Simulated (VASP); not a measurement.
# TiO2 (P4_2/mnm) in VASP: vibrations by perturbation theory with PBEsol

Aim: the vibrations by perturbation theory of TiO2 with PBEsol.

Program: VASP 6.6.1. These are calculated values, not measurements. Logs are shortened: lines on timing, memory, paths and dates and some standing lists are left out, and cuts for length are marked.

**1. The cell of the first run**

It takes space group P4_2/mnm (No. 136, tetragonal). Conventional cell: a = 4.591 Å, b = 4.591 Å, c = 2.939 Å, α = 90.00°, β = 90.00°, γ = 90.00°. Ti (site symmetry mmm) has 6 O at 1.94 to 1.98 Å within 2.6 Å. O (site symmetry m2m) has 3 Ti at 1.94 to 1.98 Å and 1 O at 2.54 Å within 2.6 Å.

**2. Vibrations by perturbation theory, PBEsol**

File INCAR:

```
SYSTEM = TiO2
PREC = Accurate
ENCUT = 520
EDIFF = 1E-8
ISMEAR = 0
SIGMA = 0.01
LREAL = .False.
LASPH = .True.
NELM = 80
ALGO = Normal
ISIF = 2
LWAVE = .False.
LCHARG = .False.
GGA = PS
NBANDS = 33
IBRION = 8
NSW = 1
LEPSILON = .True.
```

File KPOINTS:

```
regular mesh
0
Gamma
  6 6 10
  0 0 0
```

File POSCAR:

```
TiO2
1.0
    4.5912531431      0.0000000000      0.0000000000
    0.0000000000      4.5912531431      0.0000000000
    0.0000000000      0.0000000000      2.9390321706
Ti O
2 4
Direct
    0.0000000000      0.0000000000      0.0000000000
    0.5000000000      0.5000000000      0.5000000000
    0.3044354779      0.3044354779      0.0000000000
    0.8044354779      0.1955645221      0.5000000000
    0.1955645221      0.8044354779      0.5000000000
    0.6955645221      0.6955645221      0.0000000000
```

Potentials or basis: VASP PAW PBE potentials, release 64 (Ti_sv, O).

On the command line:

```console
$ cat potpaw_PBE.64/Ti_sv/POTCAR potpaw_PBE.64/O/POTCAR > POTCAR
$ mpirun -np 1 vasp_std > vasp.out
```

OUTCAR:

```text
SYSTEM = TiO2
   PREC = Accurate
   ENCUT = 520
   EDIFF = 1E-8
   ISMEAR = 0
   LREAL = .False.
   LASPH = .True.
   NELM = 80
   ISIF = 2
   GGA = PS
   IBRION = 8
   NSW = 1
   LEPSILON = .True.

 ion  position               nearest neighbor table
   1  0.000  0.000  0.000-   4 1.94   5 1.94   4 1.94   5 1.94   3 1.98   6 1.98
   2  0.500  0.500  0.500-   3 1.94   6 1.94   3 1.94   6 1.94   5 1.98   4 1.98
   3  0.304  0.304  0.000-   2 1.94   2 1.94   1 1.98
   4  0.804  0.196  0.500-   1 1.94   1 1.94   2 1.98
   5  0.196  0.804  0.500-   1 1.94   1 1.94   2 1.98
   6  0.696  0.696  0.000-   2 1.94   2 1.94   1 1.98

  LATTYP: Found a simple tetragonal cell.
 ALAT       =     4.5912531431
 C/A-ratio  =     0.6401372521

  Lattice vectors:

 A1 = (   4.5912531431,   0.0000000000,   0.0000000000)
 A2 = (   0.0000000000,   4.5912531431,   0.0000000000)
 A3 = (   0.0000000000,   0.0000000000,   2.9390321706)

Analysis of symmetry for initial positions (statically):
=====================================================================
 Subroutine PRICEL returns:
 Original cell was already a primitive cell.

 Routine SETGRP: Setting up the symmetry group for a
 simple tetragonal supercell.

 Subroutine GETGRP returns: Found 16 space group operations
 (whereof  8 operations were pure point group operations)
 out of a pool of 16 trial point group operations.

The static configuration has the point symmetry D_2h.
 The point group associated with its full space group is D_4h.

Analysis of symmetry for dynamics (positions and initial velocities):
=====================================================================
 Subroutine PRICEL returns:
 Original cell was already a primitive cell.

 Routine SETGRP: Setting up the symmetry group for a
 simple tetragonal supercell.

 Subroutine GETGRP returns: Found 16 space group operations
 (whereof  8 operations were pure point group operations)
 out of a pool of 16 trial point group operations.

The dynamic configuration has the point symmetry D_2h.
 The point group associated with its full space group is D_4h.

 Subroutine INISYM returns: Found 16 space group operations
 (whereof  8 operations are pure point group operations),
 and found     1 'primitive' translations

----------------------------------------------------------------------------------------

                                     Primitive cell

  volume of cell :      61.9536

  direct lattice vectors                    reciprocal lattice vectors
     4.591253143  0.000000000  0.000000000     0.217805459  0.000000000  0.000000000
     0.000000000  4.591253143  0.000000000     0.000000000  0.217805459  0.000000000
     0.000000000  0.000000000  2.939032171     0.000000000  0.000000000  0.340248062

  length of vectors
     4.591253143  4.591253143  2.939032171     0.217805459  0.217805459  0.340248062

  position of ions in fractional coordinates (direct lattice)
     0.000000000  0.000000000  0.000000000
     0.500000000  0.500000000  0.500000000
     0.304435478  0.304435478  0.000000000
     0.804435478  0.195564522  0.500000000
     0.195564522  0.804435478  0.500000000
     0.695564522  0.695564522  0.000000000
[... 1076 lines left out ...]

 Free energy of the ion-electron system (eV)
  ---------------------------------------------------
  ---------------------------------------------------
  free energy    TOTEN  =        -0.36243585 eV

  energy without entropy =       -0.36243585

------------------------ aborting loop because EDIFF is reached ----------------------------------------

 INTERNAL STRAIN TENSOR  FOR ION    3  DIRECTION 3   (eV/Angst):
 -----------------------------------------------------------------------------
    -0.00529  0.00928  5.05010
     0.00928 -0.00529  5.05010
     6.11293  6.11293  0.01188

 MACROSCOPIC STATIC DIELECTRIC TENSOR (including local field effects in DFT)
 ------------------------------------------------------
           7.458906     0.000000     0.000000
          -0.000000     7.458906     0.000000
           0.000000     0.000000     8.920996
 ------------------------------------------------------

 PIEZOELECTRIC TENSOR (including local field effects)  for field in x, y, z        (e  Angst)
          XX          YY          ZZ          XY          YZ          ZX
  --------------------------------------------------------------------------------
  x     0.00000     0.00000     0.00000     0.00000     0.00000     0.00000
  y     0.00000     0.00000     0.00000     0.00000     0.00000     0.00000
  z     0.00000     0.00000     0.00000     0.00000     0.00000     0.00000

 PIEZOELECTRIC TENSOR (including local field effects)  for field in x, y, z        (C/m^2)
          XX          YY          ZZ          XY          YZ          ZX
  --------------------------------------------------------------------------------
  x     0.00000     0.00000     0.00000     0.00000     0.00000     0.00000
  y     0.00000     0.00000     0.00000     0.00000     0.00000     0.00000
  z     0.00000     0.00000     0.00000     0.00000     0.00000     0.00000

 BORN EFFECTIVE CHARGES (including local field effects) (in |e|, cummulative output)
 ---------------------------------------------------------------------------------
 ion    1
    1     6.28608     1.02592     0.00000
    2     1.02592     6.28608     0.00000
    3     0.00000     0.00000     7.70672
 ion    2
    1     6.28608    -1.02592     0.00000
    2    -1.02592     6.28608     0.00000
    3     0.00000     0.00000     7.70672
 ion    3
    1    -3.14304    -1.79786     0.00000
    2    -1.79786    -3.14304     0.00000
    3     0.00000     0.00000    -3.85336
 ion    4
    1    -3.14304     1.79786     0.00000
    2     1.79786    -3.14304     0.00000
    3     0.00000     0.00000    -3.85336
 ion    5
    1    -3.14304     1.79786     0.00000
    2     1.79786    -3.14304     0.00000
    3     0.00000     0.00000    -3.85336
 ion    6
    1    -3.14304    -1.79786     0.00000
    2    -1.79786    -3.14304     0.00000
    3     0.00000     0.00000    -3.85336

 INTERNAL STRAIN TENSOR FOR ION    6 for displacements in x,y,z  (eV/Angst):
          X           Y           Z          XY          YZ          ZX
  --------------------------------------------------------------------------------
  x    -4.43017    -2.03995    -4.36960     1.02824     0.00000     0.00000
  y    -2.03995    -4.43017    -4.36960     1.00211     0.00000     0.00000
  z     0.00000     0.00000     0.00000     0.00000    -6.11293    -5.05010

 SECOND DERIVATIVES (NOT SYMMETRIZED)
 ------------------------------------
               1X          1Y          1Z          2X          2Y          2Z          3X          3Y          3Z          4X          4Y          4Z          5X          5Y          5Z          6X          6Y          6Z
  1X   -16.310763    5.090214    0.000000   14.570220   -0.007005    0.000000   -1.149683   -0.821348    0.000000    2.019954   -1.720257    0.000000    2.019954   -1.720257    0.000000   -1.149683   -0.821348    0.000000
  1Y     5.090214  -16.310763    0.000000   -0.007005   14.570220    0.000000   -0.821348   -1.149683    0.000000   -1.720257    2.019954    0.000000   -1.720257    2.019954    0.000000   -0.821348   -1.149683    0.000000
  1Z     0.000000    0.000000   -0.958158    0.000000    0.000000    0.423141    0.000000    0.000000   -0.147185    0.000000    0.000000    0.414694    0.000000    0.000000    0.414694    0.000000    0.000000   -0.147185
  2X    14.570220    0.007005    0.000000  -16.310763   -5.090214    0.000000    2.019954    1.720257    0.000000   -1.149683    0.821348    0.000000   -1.149683    0.821348    0.000000    2.019954    1.720257    0.000000
  2Y     0.007005   14.570220    0.000000   -5.090214  -16.310763    0.000000    1.720257    2.019954    0.000000    0.821348   -1.149683    0.000000    0.821348   -1.149683    0.000000    1.720257    2.019954    0.000000
  2Z     0.000000    0.000000    0.423141    0.000000    0.000000   -0.958158    0.000000    0.000000    0.414694    0.000000    0.000000   -0.147185    0.000000    0.000000   -0.147185    0.000000    0.000000    0.414694
  3X    -1.137112   -0.821620    0.000000    2.007909    1.727456    0.000000  -11.579754   -6.319676    0.000000    5.645375   -0.943416    0.000000   -0.746356    0.943937    0.000000    5.809938    5.413319    0.000000
  3Y    -0.821620   -1.137112    0.000000    1.727456    2.007909    0.000000   -6.319676  -11.579754    0.000000    0.943937   -0.746356    0.000000   -0.943416    5.645375    0.000000    5.413319    5.809938    0.000000
  3Z     0.000000    0.000000   -0.164316    0.000000    0.000000    0.443756    0.000000    0.000000   -8.139883    0.000000    0.000000    2.025654    0.000000    0.000000    2.025654    0.000000    0.000000    3.809135
  4X     2.007909   -1.727456    0.000000   -1.137112    0.821620    0.000000    5.645375    0.943416    0.000000  -11.579754    6.319676    0.000000    5.809938   -5.413319    0.000000   -0.746356   -0.943937    0.000000
  4Y    -1.727456    2.007909    0.000000    0.821620   -1.137112    0.000000   -0.943937   -0.746356    0.000000    6.319676  -11.579754    0.000000   -5.413319    5.809938    0.000000    0.943416    5.645375    0.000000
  4Z     0.000000    0.000000    0.443756    0.000000    0.000000   -0.164316    0.000000    0.000000    2.025654    0.000000    0.000000   -8.139883    0.000000    0.000000    3.809135    0.000000    0.000000    2.025654
  5X     2.007909   -1.727456    0.000000   -1.137112    0.821620    0.000000   -0.746356   -0.943937    0.000000    5.809938   -5.413319    0.000000  -11.579754    6.319676    0.000000    5.645375    0.943416    0.000000
  5Y    -1.727456    2.007909    0.000000    0.821620   -1.137112    0.000000    0.943416    5.645375    0.000000   -5.413319    5.809938    0.000000    6.319676  -11.579754    0.000000   -0.943937   -0.746356    0.000000
  5Z     0.000000    0.000000    0.443756    0.000000    0.000000   -0.164316    0.000000    0.000000    2.025654    0.000000    0.000000    3.809135    0.000000    0.000000   -8.139883    0.000000    0.000000    2.025654
  6X    -1.137112   -0.821620    0.000000    2.007909    1.727456    0.000000    5.809938    5.413319    0.000000   -0.746356    0.943937    0.000000    5.645375   -0.943416    0.000000  -11.579754   -6.319676    0.000000
  6Y    -0.821620   -1.137112    0.000000    1.727456    2.007909    0.000000    5.413319    5.809938    0.000000   -0.943416    5.645375    0.000000    0.943937   -0.746356    0.000000   -6.319676  -11.579754    0.000000
  6Z     0.000000    0.000000   -0.164316    0.000000    0.000000    0.443756    0.000000    0.000000    3.809135    0.000000    0.000000    2.025654    0.000000    0.000000    2.025654    0.000000    0.000000   -8.139883

 Eigenvectors and eigenvalues of the dynamical matrix
 ----------------------------------------------------

   1 f  =   23.902142 THz   150.181588 2PiTHz  797.289638 cm-1    98.851272 meV
             X         Y         Z           dx          dy          dz
      0.000000  0.000000  0.000000    -0.000000    0.000000   -0.000000
      2.295627  2.295627  1.469516     0.000000   -0.000000   -0.000000
      1.397740  1.397740  0.000000     0.353553    0.353553    0.000000
      3.693367  0.897886  1.469516    -0.353553    0.353553   -0.000000
      0.897886  3.693367  1.469516     0.353553   -0.353553    0.000000
      3.193513  3.193513  0.000000    -0.353553   -0.353553    0.000000
[... 145 lines left out ...]
  18 f/i=    0.028157 THz     0.176918 2PiTHz    0.939227 cm-1     0.116449 meV
             X         Y         Z           dx          dy          dz
      0.000000  0.000000  0.000000    -0.000000   -0.000000   -0.552180
      2.295627  2.295627  1.469516    -0.000000   -0.000000   -0.552180
      1.397740  1.397740  0.000000    -0.000000   -0.000000   -0.312328
      3.693367  0.897886  1.469516    -0.000000   -0.000000   -0.312328
      0.897886  3.693367  1.469516    -0.000000   -0.000000   -0.312328
      3.193513  3.193513  0.000000    -0.000000   -0.000000   -0.312328

--------------------------------------------------------------------------------------------------------

 MACROSCOPIC STATIC DIELECTRIC TENSOR IONIC CONTRIBUTION
 ------------------------------------------------------
         270.970312     0.000000    -0.000000
           0.000000   270.970312     0.000000
          -0.000000     0.000000   638.849164
 ------------------------------------------------------

 ELASTIC MODULI CONTR FROM IONIC RELAXATION (kBar)
 Direction    XX          YY          ZZ          XY          YZ          ZX
 --------------------------------------------------------------------------------
 XX        -360.3138    152.5567   -140.3089     -0.0000      0.0000     -0.0000
 YY         152.5567   -360.3138   -140.3089      0.0000     -0.0000      0.0000
 ZZ        -140.3089   -140.3089   -189.5154      0.0000      0.0000     -0.0000
 XY          -0.0000      0.0000      0.0000     -5.7041      0.0000     -0.0000
 YZ           0.0000     -0.0000      0.0000      0.0000   -323.4967      0.0000
 ZX          -0.0000      0.0000     -0.0000     -0.0000     -0.0000   -220.7857
 --------------------------------------------------------------------------------

 PIEZOELECTRIC TENSOR IONIC CONTR  for field in x, y, z        (C/m^2)
          XX          YY          ZZ          XY          YZ          ZX
  --------------------------------------------------------------------------------
  x    -0.00000    -0.00000    -0.00000    -0.00000    -0.00000     0.00000
  y     0.00000    -0.00000    -0.00000     0.00000    -0.00000     0.00000
  z     0.00000     0.00000     0.00000     0.00000    -0.00000     0.00000
```

Wall time 1.7 h (1 thread of Oxide Virtual Turin-like, shared host); peak memory 0.65 GiB.

Results:

```
Electronic dielectric tensor (diagonal)                 : 7.46, 7.46, 8.92
Born charges (mean of the diagonal)                     : Ti +6.76; O -3.38 e
Highest phonon frequency at Γ, LO-TO splitting left out : 797 cm⁻¹
```

Phonon frequencies in cm⁻¹ (negative: imaginary):
| q point | frequencies |
| --- | --- |
| (0.000, 0.000, 0.000) | -1 0 0 86 88 108 108 140 370 370 378 416 451 451 482 482 595 797 |

Electronic dielectric tensor:
```
7.46 0.00 0.00
0.00 7.46 0.00
0.00 0.00 8.92
```

Born effective charge tensors (e):
atom 1, Ti
```
6.29 1.03 0.00
1.03 6.29 0.00
0.00 0.00 7.71
```
atom 2, Ti
```
 6.29 -1.03  0.00
-1.03  6.29  0.00
 0.00  0.00  7.71
```
atom 3, O
```
-3.14 -1.80  0.00
-1.80 -3.14  0.00
 0.00  0.00 -3.85
```
atom 4, O
```
-3.14  1.80  0.00
 1.80 -3.14  0.00
 0.00  0.00 -3.85
```
atom 5, O
```
-3.14  1.80  0.00
 1.80 -3.14  0.00
 0.00  0.00 -3.85
```
atom 6, O
```
-3.14 -1.80  0.00
-1.80 -3.14  0.00
 0.00  0.00 -3.85
```
